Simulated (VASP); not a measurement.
# Sb2Te4O (F222) in VASP: single point with PBE

Aim: the single point of Sb2Te4O with PBE.

Everything below comes from runs of VASP 6.6.1. Logs are shortened: lines on timing, memory, paths and dates and some standing lists are left out, and cuts for length are marked.

**1. The cell of the first run**

Symmetry: F222, No. 22, orthorhombic system. The conventional cell has a = 6.615 Å, b = 7.242 Å, c = 16.866 Å, α = 90.00°, β = 90.00°, γ = 90.00°. Sb (site symmetry 222) has 6 Te at 3.09 to 4.18 Å and 4 Sb at 3.31 to 3.62 Å within 4.2 Å. Within 4.3 Å of Sb (site symmetry 222) lie 6 Te at 3.09 to 4.25 Å and 4 Sb at 3.31 to 3.62 Å. Within 3.7 Å of Te (site symmetry 2) lie 2 O at 2.45 Å and 8 Te at 3.31 to 3.62 Å. Within 4.1 Å of Te (site symmetry 2) lie 4 Sb at 3.09 Å and 4 Te at 3.36 to 3.41 Å and 2 O at 4.05 Å. Within 3.2 Å of O (site symmetry 222) lie 4 Te at 2.45 Å.

The cell was built from a structure type or drawn by symmetry, and may not be a known phase.

**2. Single point, PBE**

INCAR reads:

```
SYSTEM = Sb2Te4O
ALGO = Normal ; EDIFF = 1E-6
ENCUT = 600 ; GGA = PE
GGA_COMPAT = .False. ; ISIF = 2
ISMEAR = 0 ; LASPH = .True.
LCHARG = .False. ; LREAL = .False.
LWAVE = .False. ; NBANDS = 29
NELM = 120 ; PREC = Accurate
SIGMA = 0.15
```

KPOINTS reads:

```
k-points
0
Gamma
  2 2 2
  0 0 0
```

POSCAR reads:

```
Sb2Te4O
1.0
    0.0000000000      3.6209210292      8.4328959221
    3.3075253238      0.0000000000      8.4328959221
    3.3075253238      3.6209210292      0.0000000000
Sb Te O
2 4 1
Direct
    0.0000000000      0.0000000000      0.0000000000
    0.5000000000      0.5000000000      0.5000000000
    0.2480987062      0.2480987062      0.7519012938
    0.7519012938      0.7519012938      0.2480987062
    0.8881906356      0.8881906356      0.6118093644
    0.6118093644      0.6118093644      0.8881906356
    0.2500000000      0.2500000000      0.2500000000
```

Potentials or basis: VASP PAW PBE potentials, release 64 (Sb, Te, O).

The run is started by

```sh
$ cat potpaw_PBE.64/Sb/POTCAR potpaw_PBE.64/Te/POTCAR potpaw_PBE.64/O/POTCAR > POTCAR
$ mpirun -np 1 vasp_std > vasp.out
```

OUTCAR:

```text
SYSTEM = Sb2Te4O
   EDIFF = 1E-6
   ENCUT = 600
   GGA = PE
   ISIF = 2
   ISMEAR = 0
   LASPH = .True.
   LREAL = .False.
   NELM = 120
   PREC = Accurate

 ion  position               nearest neighbor table
   1  0.000  0.000  0.000-   6 3.09   6 3.09   5 3.09   5 3.09   2 3.31   2 3.31   2 3.62   2 3.62

   2  0.500  0.500  0.500-   6 3.09   6 3.09   5 3.09   5 3.09   1 3.31   1 3.31   1 3.62   1 3.62

   3  0.248  0.248  0.752-   7 2.45   7 2.45   4 3.31   4 3.31   6 3.36   6 3.36   5 3.41   5 3.41
                             4 3.62   4 3.62
   4  0.752  0.752  0.248-   7 2.45   7 2.45   3 3.31   3 3.31   5 3.36   5 3.36   6 3.41   6 3.41
                             3 3.62   3 3.62
   5  0.888  0.888  0.612-   2 3.09   2 3.09   1 3.09   1 3.09   4 3.36   4 3.36   3 3.41   3 3.41

   6  0.612  0.612  0.888-   2 3.09   2 3.09   1 3.09   1 3.09   3 3.36   3 3.36   4 3.41   4 3.41

   7  0.250  0.250  0.250-   4 2.45   4 2.45   3 2.45   3 2.45

  LATTYP: Found a face centered orthorhombic cell.
 ALAT       =     6.6150506476
 B/A-ratio  =     1.0947523223
 C/A-ratio  =     2.5496088757

  Lattice vectors:

 A1 = (   0.0000000000,   3.6209210292,   8.4328959221)
 A2 = (   3.3075253238,   0.0000000000,   8.4328959221)
 A3 = (   3.3075253238,   3.6209210292,   0.0000000000)

Analysis of symmetry for initial positions (statically):
=====================================================================
 Subroutine PRICEL returns:
 Original cell was already a primitive cell.

 Routine SETGRP: Setting up the symmetry group for a
 face centered orthorhombic supercell.

 Subroutine GETGRP returns: Found  4 space group operations
 (whereof  4 operations were pure point group operations)
 out of a pool of  8 trial point group operations.

The static configuration has the point symmetry D_2 .

Analysis of symmetry for dynamics (positions and initial velocities):
=====================================================================
 Subroutine PRICEL returns:
 Original cell was already a primitive cell.

 Routine SETGRP: Setting up the symmetry group for a
 face centered orthorhombic supercell.

 Subroutine GETGRP returns: Found  4 space group operations
 (whereof  4 operations were pure point group operations)
 out of a pool of  8 trial point group operations.

The dynamic configuration has the point symmetry D_2 .

 Subroutine INISYM returns: Found  4 space group operations
 (whereof  4 operations are pure point group operations),
 and found     1 'primitive' translations

[... 91 lines left out ...]
   ISYM   =      2    0-nonsym 1-usesym 2-fastsym
   POTIM  = 0.5000    time-step for ionic-motion
   TEBEG  =    0.0;   TEEND  =   0.0 temperature during run
   PSTRESS=    0.0 pullay stress
   NELECT =      40.0000    total number of electrons
   NUPDOWN=      -1.0000    fix difference up-down
   EMIN   =  10.00;   EMAX   =-10.00  energy-range for DOS
   EFERMI =   0.00;   METHOD = LEGACY
   ISMEAR =     0;   SIGMA  =   0.15  broadening in eV -4-tet -1-fermi 0-gaus
   EFERMI_NEDOS =   21; number of points for ismear=-14 and -15
   IALGO  =     38    algorithm
   IMIX   =      4    mixing-type and parameters
     AMIX     =   0.40;   BMIX     =  1.00
     AMIX_MAG =   1.60;   BMIX_MAG =  1.00
  volume/ion in A,a.u.               =      28.86       194.73
  Fermi-wavevector in a.u.,A,eV,Ry     =   0.954227  1.803228 12.388781  0.910550
  Thomas-Fermi vector in A             =   2.082955
   LORBIT       =      0    0 simple, 1 ext, 2 COOP (PROOUT), +10 PAW based schemes
   GGA     = PE    functional components
   LHFCALC =     F    Hartree Fock is set to
   AEXX    =    0.0000 exact exchange contribution
   IVDW    =     0    specifies the selected vdW correction
   LEPSILON=     F    determine dielectric tensor
   LRPA    =     F    only Hartree local field effects (RPA)
 non-spin polarized calculation
 Gauss-broadening in eV      SIGMA  =   0.15
  energy-cutoff  :      600.00
  volume of cell :      201.99
 maximum number of plane-waves:      6782
 NGX is ok and might be reduce to    80
   NGX = 37   NGY = 37   NGZ = 19

 number of electron      40.0000002 magnetization

 Free energy of the ion-electron system (eV)
  ---------------------------------------------------
  ext. energy  EPLUGINS =         0.00000000
  ---------------------------------------------------
  free energy    TOTEN  =       -24.64516961 eV

  energy without entropy =      -24.55361002  energy(sigma->0) =      -24.59938982

 E-fermi :   6.1723     XC(G=0):  -9.3238

 val. band max:        6.1327512862   @ k =   0.5000   0.0000   0.0000
 cond. band min:       6.1887462538   @ k =   0.5000   0.0000   0.0000
 fundamental gap:      0.0559949676
 Fermi energy:         6.1723337032

 k-point     1 :       0.0000    0.0000    0.0000
  band No.  band energies     occupation
      1     -11.1052      2.00000
      2      -6.9780      2.00000
      3      -5.6192      2.00000
      4      -4.8161      2.00000
      5      -3.4755      2.00000
      6      -2.0163      2.00000
[... 149 lines left out ...]
     28       9.6825      0.00000
     29      10.8910      0.00000

------------------------ aborting loop because EDIFF is reached ----------------------------------------

  FORCE on cell =-STRESS in cart. coord.  units (eV):
  Direction    XX          YY          ZZ          XY          YZ          ZX
  --------------------------------------------------------------------------------------
  -------------------------------------------------------------------------------------
  Total       -0.4395078     -0.1620463      0.6559320      0.0000000      0.0000000      0.0000000
  in kB       -3.4861673     -1.2853477      5.2028392      0.0000000      0.0000000      0.0000000
  external PRESSURE =       0.1437747 kB  Pullay stress =       0.0000000 kB

 VOLUME and BASIS-vectors are now :
 -----------------------------------------------------------------------------
  energy-cutoff  :      600.00
  volume of cell :      201.99
      direct lattice vectors                 reciprocal lattice vectors
     0.000000000  3.620921029  8.432895922    -0.151170422  0.138086414  0.059291613
     3.307525324  0.000000000  8.432895922     0.151170422 -0.138086414  0.059291613
     3.307525324  3.620921029  0.000000000     0.151170422  0.138086414 -0.059291613

 POSITION                                       TOTAL-FORCE (eV/Angst)
 -----------------------------------------------------------------------------------
      0.00000      0.00000      0.00000         0.000000      0.000000     -0.000000
      3.30753      3.62092      8.43290         0.000000      0.000000     -0.000000
      3.30753      3.62092      4.18438        -0.000000      0.000000     -0.007383
      3.30753      3.62092     12.68141        -0.000000      0.000000      0.007383
      4.96129      5.43138     14.98004         0.000000      0.000000      0.053005
      4.96129      5.43138     10.31865         0.000000      0.000000     -0.053005
      1.65376      1.81046      4.21645         0.000000     -0.000000     -0.000000
 -----------------------------------------------------------------------------------
    total drift:                               -0.000000     -0.000000     -0.000000

  FREE ENERGIE OF THE ION-ELECTRON SYSTEM (eV)
  ---------------------------------------------------
  free  energy   TOTEN  =       -24.6451696142 eV

  energy  without entropy=      -24.5536100172  energy(sigma->0) =      -24.59938982
```

OSZICAR:

```text
N       E                     dE             d eps       ncg     rms          rms(c)
DAV:   1     0.229243766546E+03    0.22924E+03   -0.16182E+04   290   0.126E+03
DAV:   2    -0.205374319318E+01   -0.23130E+03   -0.22420E+03   394   0.195E+02
DAV:   3    -0.264568111983E+02   -0.24403E+02   -0.23868E+02   356   0.686E+01
DAV:   4    -0.271408976569E+02   -0.68409E+00   -0.67791E+00   325   0.120E+01
DAV:   5    -0.271565776419E+02   -0.15680E-01   -0.15676E-01   368   0.208E+00    0.187E+01
DAV:   6    -0.252783325180E+02    0.18782E+01   -0.13887E+01   319   0.193E+01    0.120E+01
DAV:   7    -0.248363545618E+02    0.44198E+00   -0.11119E+01   321   0.101E+01    0.108E+01
DAV:   8    -0.246402632663E+02    0.19609E+00   -0.82165E-01   308   0.462E+00    0.131E+00
DAV:   9    -0.246468085192E+02   -0.65453E-02   -0.18950E-01   290   0.181E+00    0.941E-01
DAV:  10    -0.246448413829E+02    0.19671E-02   -0.11293E-02   333   0.538E-01    0.832E-01
DAV:  11    -0.246456030823E+02   -0.76170E-03   -0.45690E-03   300   0.341E-01    0.417E-01
DAV:  12    -0.246451394174E+02    0.46366E-03   -0.12869E-03   316   0.198E-01    0.155E-01
DAV:  13    -0.246451680366E+02   -0.28619E-04   -0.19167E-04   330   0.616E-02    0.337E-02
DAV:  14    -0.246451697300E+02   -0.16934E-05   -0.19224E-05   339   0.208E-02    0.391E-02
DAV:  15    -0.246451696142E+02    0.11581E-06   -0.46109E-06   330   0.874E-03
   1 F= -.24645170E+02 E0= -.24599390E+02  d E =-.915596E-01
```

stdout:

```text
POSCAR found type information on POSCAR SbTeO
 POSCAR found :  3 types and       7 ions
 scaLAPACK will be used
 LDA part: xc-table for (Slater+PW92), standard interpolation
 POSCAR, INCAR and KPOINTS ok, starting setup
 FFT: planning ... GRIDC
 FFT: planning ... GRID_SOFT
 FFT: planning ... GRID
 WAVECAR not read
 entering main loop
```

It took 1.8 min on 1 thread of Intel Xeon 8259CL, shared host; peak memory 0.48 GiB.

Results:

```
Free energy            : -24.6452 eV
Pressure               : 0.0 GPa
Largest force          : 0.053 eV/Å
Band gap on the k mesh : zero (bands 20 and 21 overlap by 0.36 eV)
```

Forces in eV/Å, atoms in the order of the input:
```
Sb   0.000  0.000  0.000
Sb   0.000  0.000  0.000
Te   0.000  0.000 -0.007
Te   0.000  0.000  0.007
Te   0.000  0.000  0.053
Te   0.000  0.000 -0.053
O    0.000  0.000  0.000
```

Caveat: the k points lie up to 0.67 Å⁻¹ apart; spin-orbit coupling is left out, which moves the levels of the heavy elements.
